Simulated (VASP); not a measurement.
Here is a VASP 6.6.1 calculation.

The input INCAR:

```
SYSTEM = CsRu3
  PREC = Accurate
  ENCUT = 520
  EDIFF = 1E-7
  ISMEAR = 0
  SIGMA = 0.1
  LREAL = .False.
  LASPH = .True.
  NELM = 100
  ALGO = Fast
  ISIF = 2
  LWAVE = .False.
  LCHARG = .True.
  GGA = PE
  LELF = .True.
  LVHAR = .True.
  NBANDS = 61
```

File KPOINTS:

```
regular mesh
0
Gamma
  3 3 4
  0 0 0
```

POSCAR

```
CsRu3
1.0
    8.1547074883      0.0000000000      0.0000000000
   -4.0773537442      7.0621838453      0.0000000000
    0.0000000000      0.0000000000      4.2565412418
Cs Ru
2 6
Direct
    0.3333333333      0.6666666667      0.2500000000
    0.6666666667      0.3333333333      0.7500000000
    0.8982331464      0.7964662928      0.2500000000
    0.1017668536      0.8982331464      0.7500000000
    0.2035337072      0.1017668536      0.2500000000
    0.1017668536      0.2035337072      0.7500000000
    0.8982331464      0.1017668536      0.2500000000
    0.7964662928      0.8982331464      0.7500000000
```

Potentials or basis: VASP PAW PBE potentials, release 64 (Cs_sv, Ru_pv).

Command:

```console
$ cat potpaw_PBE.64/Cs_sv/POTCAR potpaw_PBE.64/Ru_pv/POTCAR > POTCAR
$ mpirun -np 1 vasp_std > vasp.out
```

Predict the pressure.

0.3 GPa.

What does it give for the largest force?

0.030 eV/Å.

Estimate the band gap on the k mesh.

zero (band 51 reaches 4.34 eV, above the bottom of band 52 at 4.12 eV).

Stress tensor (GPa, compression positive):
```
0.36 0.00 0.00
0.00 0.36 0.00
0.00 0.00 0.07
```

Caveat: the k points lie up to 0.37 Å⁻¹ apart; spin-orbit coupling is left out, which moves the levels of the heavy elements.
